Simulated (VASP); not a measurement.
# CsH (Immm) in VASP: further runs, part 2 of 2

VASP 6.6.1. Earlier steps stand in the parts before.

## (3) Single point, r2SCAN (strain +0.0250 x Voigt [0, 0, 0, 0, 1, 0])

POSCAR

```
CsH
1.0
    0.0398500000      3.1880000000      3.1880000000
    3.2278500000      0.0000000000      3.2278500000
    3.1880000000      3.1880000000      0.0398500000
Cs H
1 1
Direct
    0.0000000000      0.0000000000      0.0000000000
    0.5000000000      0.5000000000      0.5000000000
```

INCAR.step1

```
SYSTEM = CsH
PREC = Accurate
ENCUT = 520
ISMEAR = 0
SIGMA = 0.05
LREAL = .False.
LASPH = .True.
NELM = 60
NBANDS = 12
GGA = PE
ALGO = Normal
EDIFF = 1E-4
LWAVE = .True.
LCHARG = .False.
```

INCAR.step2

```
SYSTEM = CsH
PREC = Accurate
ENCUT = 520
EDIFF = 1E-7
ISMEAR = 0
SIGMA = 0.05
LREAL = .False.
LASPH = .True.
NELM = 60
ALGO = Normal
ISIF = 2
LWAVE = .False.
LCHARG = .True.
METAGGA = R2SCAN
LMIXTAU = .True.
LELF = .True.
LVHAR = .True.
NBANDS = 12
ISTART = 1
```

KPOINTS

```
Automatic mesh
0
Gamma
  6 6 6
  0 0 0
```

Potentials or basis: VASP PAW PBE potentials, release 64 (Cs_sv, H).

Started as:

```bash
$ cat potpaw_PBE.64/Cs_sv/POTCAR potpaw_PBE.64/H/POTCAR > POTCAR
$ cp INCAR.step1 INCAR
$ mpirun -np 1 vasp_std > vasp.out
$ cp INCAR.step2 INCAR
$ mpirun -np 1 vasp_std > vasp.out
```

OUTCAR:

```text
SYSTEM = CsH
   PREC = Accurate
   ENCUT = 520
   EDIFF = 1E-7
   ISMEAR = 0
   LREAL = .False.
   LASPH = .True.
   NELM = 60
   ISIF = 2
   METAGGA = R2SCAN
   ISTART = 1

 ion  position               nearest neighbor table
   1  0.000  0.000  0.000-
   2  0.500  0.500  0.500-

  LATTYP: Found a body centered orthorhombic cell.
 ALAT       =     4.4521564264
 B/A-ratio  =     1.0253164557
 C/A-ratio  =     1.4321149999

  Lattice vectors:

 A1 = (   0.0398500000,  -3.1880000000,   3.1880000000)
 A2 = (  -0.0398500000,  -3.1880000000,  -3.1880000000)
 A3 = (   3.1880000000,   3.1880000000,   0.0398500000)

Analysis of symmetry for initial positions (statically):
=====================================================================
 Subroutine PRICEL returns:
 Original cell was already a primitive cell.

 Routine SETGRP: Setting up the symmetry group for a
 body centered orthorhombic supercell.

 Subroutine GETGRP returns: Found  8 space group operations
 (whereof  8 operations were pure point group operations)
 out of a pool of  8 trial point group operations.

The static configuration has the point symmetry D_2h.

Analysis of symmetry for dynamics (positions and initial velocities):
=====================================================================
 Subroutine PRICEL returns:
 Original cell was already a primitive cell.

 Routine SETGRP: Setting up the symmetry group for a
 body centered orthorhombic supercell.

 Subroutine GETGRP returns: Found  8 space group operations
 (whereof  8 operations were pure point group operations)
 out of a pool of  8 trial point group operations.

The dynamic configuration has the point symmetry D_2h.

 Subroutine INISYM returns: Found  8 space group operations
 (whereof  8 operations are pure point group operations),
 and found     1 'primitive' translations

[... 120 lines left out ...]
   LHFCALC =     F    Hartree Fock is set to
   AEXX    =    0.0000 exact exchange contribution
   IVDW    =     0    specifies the selected vdW correction
   LEPSILON=     F    determine dielectric tensor
   LRPA    =     F    only Hartree local field effects (RPA)
 non-spin polarized calculation
 Gauss-broadening in eV      SIGMA  =   0.05
  energy-cutoff  :      520.00
  volume of cell :       64.79
 maximum number of plane-waves:      1770
 NGX is ok and might be reduce to    36
   NGX = 17   NGY = 17   NGZ = 17

 number of electron      10.0000000 magnetization

 Free energy of the ion-electron system (eV)
  ---------------------------------------------------
  ext. energy  EPLUGINS =         0.00000000
  ---------------------------------------------------
  free energy    TOTEN  =       -28.98818451 eV

  energy without entropy =      -28.98818451  energy(sigma->0) =      -28.98818451

 E-fermi :   0.1702     XC(G=0):  -7.5583

 val. band max:       -0.1056980117   @ k =   0.5000   0.0000  -0.0000
 cond. band min:       2.5497907502   @ k =   0.0000   0.5000  -0.0000
 fundamental gap:      2.6554887619
 Fermi energy:         0.1702233041

 k-point     1 :       0.0000    0.0000    0.0000
  band No.  band energies     occupation
      1     -22.1865      2.00000
      2      -8.2774      2.00000
      3      -8.2718      2.00000
      4      -8.2640      2.00000
      5      -1.7621      2.00000
      6       5.4639      0.00000
      7       5.5590      0.00000
      8       5.6937      0.00000
      9       6.2395      0.00000
     10       7.4905      0.00000
     11       7.4909      0.00000
     12       9.1211      0.00000
[... 331 lines left out ...]
 k-point    24 :      -0.3333    0.0000    0.1667
  band No.  band energies     occupation
      1     -22.1015      2.00000
      2      -8.9821      2.00000
      3      -8.5154      2.00000
      4      -8.3697      2.00000
      5      -0.4306      2.00000
      6       3.2350      0.00000
      7       4.7909      0.00000
      8       5.4622      0.00000
      9       7.4196      0.00000
     10       7.8291      0.00000
     11       9.4600      0.00000
     12      10.4860      0.00000

 [... further k-points ...]

------------------------ aborting loop because EDIFF is reached ----------------------------------------

  FORCE on cell =-STRESS in cart. coord.  units (eV):
  Direction    XX          YY          ZZ          XY          YZ          ZX
  --------------------------------------------------------------------------------------
  -------------------------------------------------------------------------------------
  Total        0.0169412      0.0153693      0.0169412     -0.0000000      0.0000000     -0.0468577
  in kB        0.4189266      0.3800563      0.4189266     -0.0000000      0.0000000     -1.1587086
  external PRESSURE =       0.4059698 kB  Pullay stress =       0.0000000 kB

 VOLUME and BASIS-vectors are now :
 -----------------------------------------------------------------------------
  energy-cutoff  :      520.00
  volume of cell :       64.79
      direct lattice vectors                 reciprocal lattice vectors
     0.039850000  3.188000000  3.188000000    -0.158823436  0.156838143  0.158823436
     3.227850000  0.000000000  3.227850000     0.154901870 -0.156838143  0.154901870
     3.188000000  3.188000000  0.039850000     0.158823436  0.156838143 -0.158823436

 POSITION                                       TOTAL-FORCE (eV/Angst)
 -----------------------------------------------------------------------------------
      0.00000      0.00000      0.00000         0.000000     -0.000000     -0.000000
      3.22785      3.18800      3.22785        -0.000000      0.000000      0.000000
 -----------------------------------------------------------------------------------
    total drift:                               -0.000000      0.000000      0.000000

  FREE ENERGIE OF THE ION-ELECTRON SYSTEM (eV)
  ---------------------------------------------------
  free  energy   TOTEN  =       -28.9881845147 eV

  energy  without entropy=      -28.9881845147  energy(sigma->0) =      -28.98818451
```

OUTCAR.step1:

```text
SYSTEM = CsH
   PREC = Accurate
   ENCUT = 520
   ISMEAR = 0
   LREAL = .False.
   LASPH = .True.
[... 584 lines left out ...]
      0.00000      0.00000      0.00000        -0.000000      0.000000     -0.000000
      3.22785      3.18800      3.22785         0.000000     -0.000000      0.000000
 -----------------------------------------------------------------------------------
    total drift:                               -0.000000      0.000000      0.000000

  FREE ENERGIE OF THE ION-ELECTRON SYSTEM (eV)
  ---------------------------------------------------
  free  energy   TOTEN  =        -4.5488597745 eV

  energy  without entropy=       -4.5488597745  energy(sigma->0) =       -4.54885977
```

OSZICAR.step1:

```text
N       E                     dE             d eps       ncg     rms          rms(c)
DAV:   1     0.428085901066E+02    0.42809E+02   -0.40011E+03  1104   0.679E+02
DAV:   2    -0.179904985993E+01   -0.44608E+02   -0.42157E+02  1360   0.111E+02
DAV:   3    -0.536093972962E+01   -0.35619E+01   -0.35564E+01  1392   0.346E+01
DAV:   4    -0.538972266130E+01   -0.28783E-01   -0.28780E-01  1280   0.354E+00
DAV:   5    -0.538983263913E+01   -0.10998E-03   -0.10998E-03  1436   0.223E-01    0.379E+00
DAV:   6    -0.467027647594E+01    0.71956E+00   -0.57649E-01  1268   0.288E+00    0.159E+00
DAV:   7    -0.452639377051E+01    0.14388E+00   -0.63954E-01  1216   0.274E+00    0.679E-01
DAV:   8    -0.455894698019E+01   -0.32553E-01   -0.81547E-02  1212   0.117E+00    0.466E-01
DAV:   9    -0.454844956309E+01    0.10497E-01   -0.19513E-02  1276   0.596E-01    0.390E-02
DAV:  10    -0.454876138372E+01   -0.31182E-03   -0.29579E-03  1200   0.209E-01    0.276E-02
DAV:  11    -0.454889767682E+01   -0.13629E-03   -0.35094E-04  1232   0.860E-02    0.318E-02
DAV:  12    -0.454885977447E+01    0.37902E-04   -0.10772E-04  1236   0.484E-02
   1 F= -.45488598E+01 E0= -.45488598E+01  d E =-.119896E-19
```

It took 2.3 min on 1 thread of AMD EPYC 7R13 (Zen 3), shared host; peak memory 0.2 GiB.

What came out:

```
Free energy            : -28.9882 eV
Pressure               : 0.0 GPa
Band gap on the k mesh : 2.66 eV
```

Caveat: the cell differs from its parent crystal (strain +0.0250 x Voigt [0, 0, 0, 0, 1, 0]); the PAW data sets were made with another functional, which shifts forces and pressure a little; spin-orbit coupling is left out, which moves the levels of the heavy elements.

## (4) Single point, r2SCAN (strain +0.0375 x Voigt [0, 0, 0, 0, 1, 0])

POSCAR

```
CsH
1.0
    0.0597750000      3.1880000000      3.1880000000
    3.2477750000      0.0000000000      3.2477750000
    3.1880000000      3.1880000000      0.0597750000
Cs H
1 1
Direct
    0.0000000000      0.0000000000      0.0000000000
    0.5000000000      0.5000000000      0.5000000000
```

INCAR.step1

```
SYSTEM = CsH
PREC = Accurate
ENCUT = 520
ISMEAR = 0
SIGMA = 0.05
LREAL = .FALSE.
LASPH = .TRUE.
NELM = 60
NBANDS = 12
GGA = PE
ALGO = Normal
EDIFF = 1E-4
LWAVE = .TRUE.
LCHARG = .FALSE.
```

INCAR.step2

```
SYSTEM = CsH
PREC = Accurate
ENCUT = 520
EDIFF = 1E-7
ISMEAR = 0
SIGMA = 0.05
LREAL = .FALSE.
LASPH = .TRUE.
NELM = 60
ALGO = Normal
ISIF = 2
LWAVE = .FALSE.
LCHARG = .TRUE.
METAGGA = R2SCAN
LMIXTAU = .TRUE.
LELF = .TRUE.
LVHAR = .TRUE.
NBANDS = 12
ISTART = 1
```

KPOINTS

```
Automatic mesh
0
G
  6 6 6
  0 0 0
```

Started as:

```bash
$ cat potpaw_PBE.64/Cs_sv/POTCAR potpaw_PBE.64/H/POTCAR > POTCAR
$ cp INCAR.step1 INCAR
$ mpirun -np 1 vasp_std > vasp.out
$ cp INCAR.step2 INCAR
$ mpirun -np 1 vasp_std > vasp.out
```

It took 2.4 min on 1 thread of AMD EPYC 7R13 (Zen 3), shared host; peak memory 0.2 GiB.

Results (log left out):

| Property | Result |
| --- | --- |
| Free energy | -28.9874 eV |
| Pressure | 0.0 GPa |
| Band gap on the k mesh | 2.65 eV |

Stress tensor (GPa, compression positive):
```
 0.04  0.00 -0.17
 0.00  0.03  0.00
-0.17  0.00  0.04
```

Levels at points of the mesh, in eV from the valence-band top:
```csv
k point,band 3,band 4,band 5,band 6,band 7,band 8
"(0.00, 0.00, 0.00)",-8.17,-8.16,-1.66,5.51,5.64,5.86
"(0.50, 0.00, 0.00)",-8.28,-8.27,0.00,2.66,5.07,5.31
"(0.00, 0.50, 0.00)",-8.25,-8.25,-0.02,2.65,5.17,5.42
"(0.50, 0.50, 0.00)",-8.44,-8.44,-1.16,3.49,6.07,8.60
"(0.50, 0.00, 0.50)",-8.46,-8.41,-1.16,3.49,6.07,8.63
```

Caveat: the cell differs from its parent crystal (strain +0.0375 x Voigt [0, 0, 0, 0, 1, 0]); the PAW data sets were made with another functional, which shifts forces and pressure a little; spin-orbit coupling is left out, which moves the levels of the heavy elements.

## (5) Single point, r2SCAN (strain +0.0125 x Voigt [0, 0, 0, 0, 1, 0])

POSCAR

```
CsH
1.0
    0.0199250000      3.1880000000      3.1880000000
    3.2079250000      0.0000000000      3.2079250000
    3.1880000000      3.1880000000      0.0199250000
Cs H
1 1
Direct
    0.0000000000      0.0000000000      0.0000000000
    0.5000000000      0.5000000000      0.5000000000
```

INCAR.step1

```
ALGO = Normal
EDIFF = 1E-4
ENCUT = 520
GGA = PE
ISMEAR = 0
LASPH = T
LCHARG = F
LREAL = F
LWAVE = T
NBANDS = 12
NELM = 60
PREC = Accurate
SIGMA = 0.05
```

INCAR.step2

```
ALGO = Normal
EDIFF = 1E-6
ENCUT = 520
ISIF = 2
ISMEAR = 0
ISTART = 1
LASPH = T
LCHARG = F
LMIXTAU = T
LREAL = F
LWAVE = F
METAGGA = R2SCAN
NBANDS = 12
NELM = 60
PREC = Accurate
SIGMA = 0.05
```

KPOINTS

```
k-points
0
Gamma
  6 6 6
```

Started as:

```bash
$ cat potpaw_PBE.64/Cs_sv/POTCAR potpaw_PBE.64/H/POTCAR > POTCAR
$ cp INCAR.step1 INCAR
$ mpirun -np 1 vasp_std > vasp.out
$ cp INCAR.step2 INCAR
$ mpirun -np 1 vasp_std > vasp.out
```

Run time: 2.1 min. Hardware: 1 thread of AMD EPYC 7R13 (Zen 3), shared host; peak memory 0.2 GiB.

It converged, with:

- Free energy: -28.9886 eV
- Pressure: 0.0 GPa
- Band gap on the k mesh: 2.66 eV

Stress tensor (GPa, compression positive):
```
 0.05  0.00 -0.06
 0.00  0.05  0.00
-0.06  0.00  0.05
```

Levels at points of the mesh, in eV from the valence-band top:
```csv
k point,band 3,band 4,band 5,band 6,band 7,band 8
"(0.00, 0.00, 0.00)",-8.16,-8.16,-1.65,5.63,5.68,5.74
"(0.50, 0.00, 0.00)",-8.26,-8.26,0.00,2.66,5.19,5.27
"(0.00, 0.50, 0.00)",-8.25,-8.25,-0.01,2.66,5.23,5.31
"(0.50, 0.50, 0.00)",-8.43,-8.43,-1.15,3.50,6.07,8.63
"(0.50, 0.00, 0.50)",-8.44,-8.42,-1.15,3.50,6.07,8.63
```

Caveat: the cell differs from its parent crystal (strain +0.0125 x Voigt [0, 0, 0, 0, 1, 0]); the PAW data sets were made with another functional, which shifts forces and pressure a little; spin-orbit coupling is left out, which moves the levels of the heavy elements.

## (6) Summary

```csv
cell,gap on the mesh (eV),pressure (GPa)
"a = 4.509, b = 4.396 Å, angles 60.8, 61.7, 60.8°, 2 atoms",2.65,0.0
"a = 4.509, b = 4.565 Å, angles 59.6, 59.2, 59.6°, 2 atoms",2.66,0.0
"a = 4.509, b = 4.593 Å, angles 59.4, 58.8, 59.4°, 2 atoms",2.65,0.0
"a = 4.509, b = 4.537 Å, angles 59.8, 59.6, 59.8°, 2 atoms",2.66,0.0
```

Alike in all rows: task single point; level r2SCAN; potentials or basis VASP PAW PBE potentials, release 64 (Cs_sv, H); no spin polarisation; k mesh 6 × 6 × 6; cutoff (eV) 520; smearing gaussian 0.05 eV.

Caveats: the PAW data sets were made with another functional, which shifts forces and pressure a little; spin-orbit coupling is left out, which moves the levels of the heavy elements.

Absolute energies hang on the potentials; compare differences alone.
